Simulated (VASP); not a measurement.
# AlN (Fm-3m) in VASP: single point with PBE

Aim: the single point of AlN with PBE.

The COD entry that gives the cell may itself be a prediction, so a difference from it is no test against experiment.

All numbers are computed with VASP 6.6.1; they aren't measurements. Logs are shortened: lines on timing, memory, paths and dates and some standing lists are left out, and cuts for length are marked.

### 1 The cell of the first run

It takes space group Fm-3m (No. 225, cubic). The conventional cell has a = 3.938 Å, b = 3.938 Å, c = 3.938 Å, α = 90.00°, β = 90.00°, γ = 90.00°. Al (site symmetry m-3m) has 6 N at 1.97 Å within 2.6 Å. N (site symmetry m-3m) has 6 Al at 1.97 Å within 2.6 Å.

### 2 Single point, PBE

INCAR

```
  PREC = Accurate
  ENCUT = 520
  EDIFF = 1E-7
  ISMEAR = 0
  SIGMA = 0.01
  LREAL = False
  LASPH = True
  NELM = 80
  ALGO = Normal
  ISIF = 2
  LWAVE = False
  LCHARG = True
  GGA = PE
  LELF = True
  LVHAR = True
  NBANDS = 11
```

KPOINTS

```
regular mesh
0
Gamma
  4 4 4
```

POSCAR

```
AlN
1.0
    0.0000000000      1.9690000000      1.9690000000
    1.9690000000      0.0000000000      1.9690000000
    1.9690000000      1.9690000000      0.0000000000
Al N
1 1
Direct
    0.0000000000      0.0000000000      0.0000000000
    0.5000000000      0.5000000000      0.5000000000
```

Potentials or basis: VASP PAW PBE potentials, release 64 (Al, N).

Run with:

```
$ cat potpaw_PBE.64/Al/POTCAR potpaw_PBE.64/N/POTCAR > POTCAR
$ mpirun -np 1 vasp_std > vasp.out
```

OUTCAR:

```text
PREC = Accurate
   ENCUT = 520
   EDIFF = 1E-7
   ISMEAR = 0
   LREAL = False
   LASPH = True
   NELM = 80
   ISIF = 2
   GGA = PE

 ion  position               nearest neighbor table
   1  0.000  0.000  0.000-   2 1.97   2 1.97   2 1.97   2 1.97   2 1.97   2 1.97
   2  0.500  0.500  0.500-   1 1.97   1 1.97   1 1.97   1 1.97   1 1.97   1 1.97

  LATTYP: Found a face centered cubic cell.
 ALAT       =     3.9380000000

  Lattice vectors:

 A1 = (   0.0000000000,   1.9690000000,   1.9690000000)
 A2 = (   1.9690000000,   0.0000000000,   1.9690000000)
 A3 = (   1.9690000000,   1.9690000000,   0.0000000000)

Analysis of symmetry for initial positions (statically):
=====================================================================
 Subroutine PRICEL returns:
 Original cell was already a primitive cell.

 Routine SETGRP: Setting up the symmetry group for a
 face centered cubic supercell.

 Subroutine GETGRP returns: Found 48 space group operations
 (whereof 48 operations were pure point group operations)
 out of a pool of 48 trial point group operations.

The static configuration has the point symmetry O_h .

Analysis of symmetry for dynamics (positions and initial velocities):
=====================================================================
 Subroutine PRICEL returns:
 Original cell was already a primitive cell.

 Routine SETGRP: Setting up the symmetry group for a
 face centered cubic supercell.

 Subroutine GETGRP returns: Found 48 space group operations
 (whereof 48 operations were pure point group operations)
 out of a pool of 48 trial point group operations.

The dynamic configuration has the point symmetry O_h .

 Subroutine INISYM returns: Found 48 space group operations
 (whereof 48 operations are pure point group operations),
 and found     1 'primitive' translations

----------------------------------------------------------------------------------------

                                     Primitive cell

  volume of cell :      15.2675

  direct lattice vectors                    reciprocal lattice vectors
     0.000000000  1.969000000  1.969000000    -0.253936008  0.253936008  0.253936008
     1.969000000  0.000000000  1.969000000     0.253936008 -0.253936008  0.253936008
     1.969000000  1.969000000  0.000000000     0.253936008  0.253936008 -0.253936008

  length of vectors
     2.784586504  2.784586504  2.784586504     0.439830068  0.439830068  0.439830068

  position of ions in fractional coordinates (direct lattice)
     0.000000000  0.000000000  0.000000000
     0.500000000  0.500000000  0.500000000

  ion indices of the primitive-cell ions
   primitive index   ion index
                 1           1
                 2           2

----------------------------------------------------------------------------------------

 KPOINTS: regular mesh

Automatic generation of k-mesh.
 Grid dimensions read from file:
 generate k-points for:    4    4    4

 Generating k-lattice:

  Cartesian coordinates                     Fractional coordinates (reciprocal lattice)
    -0.063484002  0.063484002  0.063484002     0.250000000  0.000000000  0.000000000
     0.063484002 -0.063484002  0.063484002     0.000000000  0.250000000  0.000000000
     0.063484002  0.063484002 -0.063484002     0.000000000  0.000000000  0.250000000

  Length of vectors
     0.109957517  0.109957517  0.109957517

  Shift w.r.t. Gamma in fractional coordinates (k-lattice)
     0.000000000  0.000000000  0.000000000

 Subroutine IBZKPT returns following result:
 ===========================================

 Found      8 irreducible k-points:

 Following reciprocal coordinates:
            Coordinates               Weight
  0.000000  0.000000  0.000000      1.000000
  0.250000  0.000000  0.000000      8.000000
  0.500000  0.000000  0.000000      4.000000
  0.250000  0.250000  0.000000      6.000000
  0.500000  0.250000  0.000000     24.000000
 -0.250000  0.250000  0.000000     12.000000
  0.500000  0.500000  0.000000      3.000000
 -0.250000  0.500000  0.250000      6.000000
   k-points           NKPTS =      8   k-points in BZ     NKDIM =      8   number of bands    NBANDS=     11
   number of dos      NEDOS =    301   number of ions     NIONS =      2
   total plane-waves  NPLWV =  13824
   dimension x,y,z NGX =    24 NGY =   24 NGZ =   24
   dimension x,y,z NGXF=    48 NGYF=   48 NGZF=   48
   ions per type =               1   1
   NGX,Y,Z   is equivalent  to a cutoff of  14.33, 14.33, 14.33 a.u.
   NGXF,Y,Z  is equivalent  to a cutoff of  28.66, 28.66, 28.66 a.u.
 SYSTEM =  unknown system
   PREC   = accura    normal or accurate (medium, high low for compatibility)
   ISTART =      0    job   : 0-new  1-cont  2-samecut
   ICHARG =      2    charge: 1-file 2-atom 10-const
   ISPIN  =      1    spin polarized calculation?
   LNONCOLLINEAR =      F non collinear calculations
   LSORBIT =      F    spin-orbit coupling
   LASPH  =      T    aspherical Exc in radial PAW
   ENCUT  =  520.0 eV  38.22 Ry    6.18 a.u.   5.18  5.18  5.18*2*pi/ulx,y,z
   NELM   =     80;   NELMIN=  2; NELMDL= -5     # of ELM steps
   EDIFF  = 0.1E-06   stopping-criterion for ELM
   LREAL  =      F    real-space projection
   EDIFFG = 0.1E-05   stopping-criterion for IOM
   NSW    =      0    number of steps for IOM
   IBRION =     -1    ionic relax: 0-MD 1-quasi-New 2-CG
   NFREE  =      0    steps in history (QN), initial steepest desc. (CG)
   ISIF   =      2    stress and relaxation
   ISYM   =      2    0-nonsym 1-usesym 2-fastsym
   POTIM  = 0.5000    time-step for ionic-motion
   TEBEG  =    0.0;   TEEND  =   0.0 temperature during run
   PSTRESS=    0.0 pullay stress
   NELECT =       8.0000    total number of electrons
   NUPDOWN=      -1.0000    fix difference up-down
   EMIN   =  10.00;   EMAX   =-10.00  energy-range for DOS
   EFERMI =   0.00;   METHOD = LEGACY
   ISMEAR =     0;   SIGMA  =   0.01  broadening in eV -4-tet -1-fermi 0-gaus
   EFERMI_NEDOS =   21; number of points for ismear=-14 and -15
   IALGO  =     38    algorithm
   IMIX   =      4    mixing-type and parameters
     AMIX     =   0.40;   BMIX     =  1.00
     AMIX_MAG =   1.60;   BMIX_MAG =  1.00
  volume/ion in A,a.u.               =       7.63        51.51
  Fermi-wavevector in a.u.,A,eV,Ry     =   1.319823  2.494104 23.700443  1.741933
  Thomas-Fermi vector in A             =   2.449694
   LORBIT       =      0    0 simple, 1 ext, 2 COOP (PROOUT), +10 PAW based schemes
   GGA     = PE    functional components
   LHFCALC =     F    Hartree Fock is set to
   AEXX    =    0.0000 exact exchange contribution
   IVDW    =     0    specifies the selected vdW correction
   LEPSILON=     F    determine dielectric tensor
   LRPA    =     F    only Hartree local field effects (RPA)
 non-spin polarized calculation
 Gauss-broadening in eV      SIGMA  =   0.01
  energy-cutoff  :      520.00
  volume of cell :       15.27
 maximum number of plane-waves:       415
 NGX is ok and might be reduce to    24
   NGX = 11   NGY = 11   NGZ = 11

 number of electron       8.0000000 magnetization

 Free energy of the ion-electron system (eV)
  ---------------------------------------------------
  ext. energy  EPLUGINS =         0.00000000
  ---------------------------------------------------
  free energy    TOTEN  =       -14.32395092 eV

  energy without entropy =      -14.32395092  energy(sigma->0) =      -14.32395092

 E-fermi :  11.1680     XC(G=0): -12.6525

 val. band max:       11.0773517498   @ k =   0.0000   0.0000   0.0000
 cond. band min:      16.1876618481   @ k =   0.5000   0.5000   0.0000
 fundamental gap:      5.1103100983
 Fermi energy:        11.1680252855

 k-point     1 :       0.0000    0.0000    0.0000
  band No.  band energies     occupation
      1      -7.2385      2.00000
      2      11.0774      2.00000
      3      11.0774      2.00000
      4      11.0774      2.00000
      5      17.9303      0.00000
      6      23.4477      0.00000
      7      23.4477      0.00000
      8      23.4477      0.00000
      9      28.8103      0.00000
     10      29.4074      0.00000
     11      29.4074      0.00000

 k-point     2 :       0.2500    0.0000    0.0000
  band No.  band energies     occupation
      1      -5.9084      2.00000
      2       6.5380      2.00000
      3      10.3996      2.00000
      4      10.3996      2.00000
      5      18.6324      0.00000
      6      22.9307      0.00000
      7      23.9245      0.00000
      8      23.9245      0.00000
      9      27.8991      0.00000
     10      27.8991      0.00000
     11      29.3803      0.00000

 k-point     3 :       0.5000    0.0000    0.0000
  band No.  band energies     occupation
      1      -3.6412      2.00000
      2       2.2196      2.00000
      3       9.8405      2.00000
      4       9.8405      2.00000
      5      17.6930      0.00000
      6      22.6813      0.00000
      7      22.6813      0.00000
      8      25.5732      0.00000
      9      28.0408      0.00000
     10      32.6336      0.00000
     11      32.6336      0.00000

 k-point     4 :       0.2500    0.2500    0.0000
  band No.  band energies     occupation
      1      -5.4839      2.00000
      2       7.1019      2.00000
      3       9.3052      2.00000
      4       9.3052      2.00000
      5      18.4864      0.00000
      6      19.7301      0.00000
      7      23.1575      0.00000
      8      26.7861      0.00000
      9      26.7861      0.00000
     10      31.4760      0.00000
     11      34.8663      0.00000

 k-point     5 :       0.5000    0.2500    0.0000
  band No.  band energies     occupation
      1      -3.2639      2.00000
      2       3.7749      2.00000
      3       6.9302      2.00000
      4       8.8405      2.00000
      5      18.0941      0.00000
      6      21.0843      0.00000
      7      23.5475      0.00000
      8      25.7718      0.00000
      9      28.9409      0.00000
     10      34.3463      0.00000
     11      34.9697      0.00000

 k-point     6 :      -0.2500    0.2500    0.0000
  band No.  band energies     occupation
      1      -4.0527      2.00000
      2       4.8348      2.00000
      3       6.5645      2.00000
      4       9.7907      2.00000
      5      20.0161      0.00000
      6      22.0726      0.00000
      7      22.7203      0.00000
      8      24.4542      0.00000
      9      28.1732      0.00000
     10      31.2087      0.00000
     11      33.9339      0.00000

 k-point     7 :       0.5000    0.5000    0.0000
  band No.  band energies     occupation
      1      -2.5414      2.00000
      2       3.1205      2.00000
      3       8.0553      2.00000
      4       8.0553      2.00000
      5      16.1877      0.00000
      6      16.4253      0.00000
      7      26.1226      0.00000
      8      29.5919      0.00000
      9      29.5919      0.00000
     10      35.1319      0.00000
     11      38.8739      0.00000

 k-point     8 :      -0.2500    0.5000    0.2500
  band No.  band energies     occupation
      1      -2.3576      2.00000
      2       4.9024      2.00000
      3       4.9024      2.00000
      4       6.9321      2.00000
      5      20.0067      0.00000
      6      22.2096      0.00000
      7      22.2096      0.00000
      8      24.2878      0.00000
      9      31.4938      0.00000
     10      31.4938      0.00000
     11      37.5798      0.00000

------------------------ aborting loop because EDIFF is reached ----------------------------------------

  FORCE on cell =-STRESS in cart. coord.  units (eV):
  Direction    XX          YY          ZZ          XY          YZ          ZX
  --------------------------------------------------------------------------------------
  -------------------------------------------------------------------------------------
  Total        2.8935862      2.8935862      2.8935862      0.0000000      0.0000000     -0.0000000
  in kB      303.6545987    303.6545987    303.6545987      0.0000000      0.0000000     -0.0000000
  external PRESSURE =     303.6545987 kB  Pullay stress =       0.0000000 kB

 VOLUME and BASIS-vectors are now :
 -----------------------------------------------------------------------------
  energy-cutoff  :      520.00
  volume of cell :       15.27
      direct lattice vectors                 reciprocal lattice vectors
     0.000000000  1.969000000  1.969000000    -0.253936008  0.253936008  0.253936008
     1.969000000  0.000000000  1.969000000     0.253936008 -0.253936008  0.253936008
     1.969000000  1.969000000  0.000000000     0.253936008  0.253936008 -0.253936008

 POSITION                                       TOTAL-FORCE (eV/Angst)
 -----------------------------------------------------------------------------------
      0.00000      0.00000      0.00000         0.000000      0.000000      0.000000
      1.96900      1.96900      1.96900        -0.000000     -0.000000     -0.000000
 -----------------------------------------------------------------------------------
    total drift:                               -0.000000     -0.000000      0.000000

  FREE ENERGIE OF THE ION-ELECTRON SYSTEM (eV)
  ---------------------------------------------------
  free  energy   TOTEN  =       -14.3239509236 eV

  energy  without entropy=      -14.3239509236  energy(sigma->0) =      -14.32395092
```

Wall time 7.1 s (1 thread of AMD EPYC 7R13, shared host); peak memory 0.1 GiB.

What came out:

```yaml
Free_energy: -14.3240 eV
Pressure: 30.4 GPa
Band_gap_on_the_k_mesh: 5.11 eV, indirect (least direct gap 6.85 eV)
```

Levels at points of the mesh, in eV from the valence-band top:
```
           k point  band 2  band 3  band 4  band 5  band 6  band 7
(0.00, 0.00, 0.00)    0.00    0.00    0.00    6.85   12.37   12.37
(0.50, 0.00, 0.00)   -8.86   -1.24   -1.24    6.62   11.60   11.60
(0.50, 0.50, 0.00)   -7.96   -3.02   -3.02    5.11    5.35   15.05
```

Caveat: the k points lie up to 0.69 Å⁻¹ apart. A hybrid or GW would open this gap; PBE tends to underestimate it.
